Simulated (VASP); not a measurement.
The system is Hf.

```xyz
2
Lattice="3.1276 0.0000 0.0000 -1.5638 2.7085 0.0000 0.0000 0.0000 4.9499" Properties=species:S:1:pos:R:3 pbc="T T T"
Hf    0.0000    1.8057    1.2375
Hf    1.5638    0.9028    3.7124
```

```yaml
Program: VASP 6.6.1
Task: relaxation of cell and atoms
Functional: PBE
Potentials_or_basis: VASP PAW PBE potentials, release 64 (Hf_pv)
Cutoff: 500 eV
k_mesh: 6 × 6 × 4
Occupations: gaussian, width 0.1 eV
Spin: no spin polarisation
```

At the start: pressure 8.2 GPa; volume 20.97 Å³/atom.

Task: How do energy, volume and symmetry change on relaxing?

Result: Over 3 steps the energy falls by 37.1 meV/atom and the volume is 22.52 Å³/atom (+7.4 %); space group P6_3/mmc (No. 194, to 0.1 Å) before and after.

Step by step:
| step | energy change (eV) | largest force (eV/Å) | pressure (GPa) | volume (Å³) |
| --- | --- | --- | --- | --- |
| 1 | 0.0000 | 0.0000 | 8.15 | 41.93 |
| 2 | 0.0188 | 0.0000 | -7.52 | 48.75 |
| 3 | -0.0742 | 0.0000 | -0.11 | 45.03 |

Final structure:
```
CELL_PARAMETERS angstrom
3.20096 0.00000 0.00000
-1.60048 2.77211 0.00000
0.00000 0.00000 5.07489
ATOMIC_POSITIONS crystal
Hf 0.33333 0.66667 0.25000
Hf 0.66667 0.33333 0.75000
```

Caveat: the k points lie up to 0.38 Å⁻¹ apart in the final cell, too coarse for converged energies and pressures of a metal.
